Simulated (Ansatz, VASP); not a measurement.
# One calculation of Pd, two programs

File INCAR:

```
SYSTEM = Pd
PREC = Accurate
ENCUT = 520
EDIFF = 1E-6
ISMEAR = 0
SIGMA = 0.15
LREAL = .False.
LASPH = .True.
NELM = 60
ALGO = Fast
ISIF = 2
LWAVE = .False.
LCHARG = .True.
GGA = PS
LELF = .True.
LVHAR = .True.
NBANDS = 11
```

Contents of KPOINTS:

```
regular mesh
0
Gamma
  24 24 24
  0 0 0
```

Contents of POSCAR:

```
Pd
1.0
    0.0000000000      2.1831863386      1.5435127414
    2.1831863386      0.0000000000      1.5435127414
    2.1831863386      2.1831863386      0.0000000000
Pd
1
Direct
    0.0000000000      0.0000000000      0.0000000000
```

Input for Ansatz:

```yaml
crystal:
  lattice:
    - [0.0, 2.1831863386, 1.5435127414]
    - [2.1831863386, 0.0, 1.5435127414]
    - [2.1831863386, 2.1831863386, 0.0]
  atoms:
    - { symbol: Pd, position: [0.0, 0.0, 0.0] }
basis:
  ecutwfc: 420
kpoints:
  mp_grid: { grid: [24, 24, 24] }
hamiltonian:
  xc: pbesol
scf:
  occupations: { method: gaussian, width: 0.15 }
output:
  forces: true
  stress: true
  eigenvalues: true
```

Alike in both runs: task single point; functional PBEsol; k mesh 24 × 24 × 24; occupations gaussian, width 0.15 eV; no spin polarisation.

```csv
,VASP,Ansatz
version,VASP 6.6.1,Ansatz 0.2.0
potentials or method,"VASP PAW PBE potentials, release 64 (Pd), cutoff 520 eV","scalar-relativistic, plane waves, PAW"
valence electrons in the cell,10,18
```

```csv
,VASP,Ansatz,Ansatz less VASP
gap on the k mesh at the Fermi level (eV),none,none,-
pressure (GPa),-1.0,-0.6,+0.41
```

VASP's potentials were made for PBE, not for PBEsol. A gap of «none» marks a metal or a gap that the smearing closes. VASP's potentials hold 10 valence electrons a cell and Ansatz's 18, so a difference there can come from the potentials and not from the codes.
